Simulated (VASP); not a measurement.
Input of a VASP 6.6.1 run:

POSCAR

```
W
1.0
   -1.6169219100      1.6169219100      1.6169219100
    1.6169219100     -1.6169219100      1.6169219100
    1.6169219100      1.6169219100     -1.6169219100
W
1
Direct
    0.0000000000      0.0000000000      0.0000000000
```

INCAR.step1

```
SYSTEM = W
  PREC = Accurate
  ENCUT = 520
  EDIFF = 1E-7
  ISMEAR = 1
  SIGMA = 0.039
  LREAL = .FALSE.
  LASPH = .TRUE.
  NELM = 150
  ALGO = Normal
  ISIF = 2
  LWAVE = .FALSE.
  LCHARG = .TRUE.
  MAGMOM = 0.577 0.577 -0.577
  LSORBIT = .TRUE.
  GGA_COMPAT = .FALSE.
  LORBMOM = .TRUE.
  LMAXMIX = 4
  GGA = PE
  NBANDS = 25
```

KPOINTS.step1

```
Automatic mesh
0
G
  11 11 11
  0 0 0
```

Contents of INCAR.step2:

```
SYSTEM = W
  PREC = Accurate
  ENCUT = 520
  EDIFF = 1E-7
  ISMEAR = -5
  SIGMA = 0.039
  LREAL = .FALSE.
  LASPH = .TRUE.
  NELM = 150
  ALGO = Normal
  ISIF = 2
  LWAVE = .FALSE.
  LCHARG = .FALSE.
  MAGMOM = 0.577 0.577 -0.577
  LORBIT = 11
  LSORBIT = .TRUE.
  GGA_COMPAT = .FALSE.
  LORBMOM = .TRUE.
  LMAXMIX = 4
  GGA = PE
  NBANDS = 25
  NEDOS = 2001
  ICHARG = 11
```

Contents of KPOINTS.step2:

```
Automatic mesh
0
G
  17 17 17
  0 0 0
```

Potentials or basis: VASP PAW PBE potentials, release 64 (W_sv).

Launch:

```bash
$ cat potpaw_PBE.64/W_sv/POTCAR > POTCAR
$ cp INCAR.step1 INCAR
$ cp KPOINTS.step1 KPOINTS
$ mpirun -np 1 vasp_ncl > vasp.out
$ cp INCAR.step2 INCAR
$ cp KPOINTS.step2 KPOINTS
$ mpirun -np 1 vasp_ncl > vasp.out
```

Q: What does it give for the net moment?

A: 0.00 μB per cell.

Moments on the atoms (μB; x, y, z):
```
W   0.00 0.00 0.00
```
